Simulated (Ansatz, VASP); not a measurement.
One calculation of BAs, two programs

File INCAR:

```
SYSTEM = BAs
PREC = Accurate
ENCUT = 600
EDIFF = 1E-6
ISMEAR = 0
SIGMA = 0.02
LREAL = .False.
LASPH = .True.
NELM = 100
ALGO = Normal
ISIF = 3
LWAVE = .False.
LCHARG = .False.
GGA = PE
IBRION = 2
NSW = 100
EDIFFG = -0.01
```

The input KPOINTS:

```
Automatic mesh
0
Gamma
  10 10 10
  0 0 0
```

Contents of POSCAR:

```
BAs
1.0
    0.0000000000      2.3884999800      2.3884999800
    2.3884999800      0.0000000000      2.3884999800
    2.3884999800      2.3884999800      0.0000000000
B As
1 1
Direct
    0.0000000000      0.0000000000      0.0000000000
    0.2500000000      0.2500000000      0.2500000000
```

Input for Ansatz:

```yaml
crystal:
  lattice:
    - [0.0, 2.38849998, 2.38849998]
    - [2.38849998, 0.0, 2.38849998]
    - [2.38849998, 2.38849998, 0.0]
  atoms:
    - { symbol: B, position: [0.0, 0.0, 0.0] }
    - { symbol: As, position: [0.25, 0.25, 0.25] }
basis:
  ecutwfc: 420
kpoints:
  mp_grid: { grid: [10, 10, 10] }
hamiltonian:
  xc: pbe
scf:
  occupations: { method: gaussian, width: 0.02 }
output:
  forces: true
  stress: true
  eigenvalues: true
relax:
  adjacent_minimum: "off"
  f_tol: 0.01
  max_steps: 80
  cell: { stress_tol: 0.05 }
```

Alike in both runs: task relaxation of cell and atoms; functional PBE; k mesh 10 × 10 × 10; occupations gaussian, width 0.02 eV; no spin polarisation.

|  | VASP | Ansatz |
| --- | --- | --- |
| version | VASP 6.6.1 | Ansatz 0.2.0 |
| potentials or method | VASP PAW PBE potentials, release 64 (B, As), cutoff 600 eV | scalar-relativistic, plane waves, PAW |
| valence electrons in the cell | 8 | 18 |

VASP gave:

* gap on the k mesh at the Fermi level, each at its own relaxed structure (eV): 1.20
* relaxed volume (Å³/atom): 13.97
* relaxed cell length with the largest relative difference (Å): 3.406

Problem. What did Ansatz give for the same quantities?

Solution. gap on the k mesh at the Fermi level, each at its own relaxed structure (eV): 1.20; relaxed volume (Å³/atom): 13.90; relaxed cell length with the largest relative difference (Å): 3.400.

VASP's potentials hold 8 valence electrons a cell and Ansatz's 18, so a difference there can come from the potentials and not from the codes.
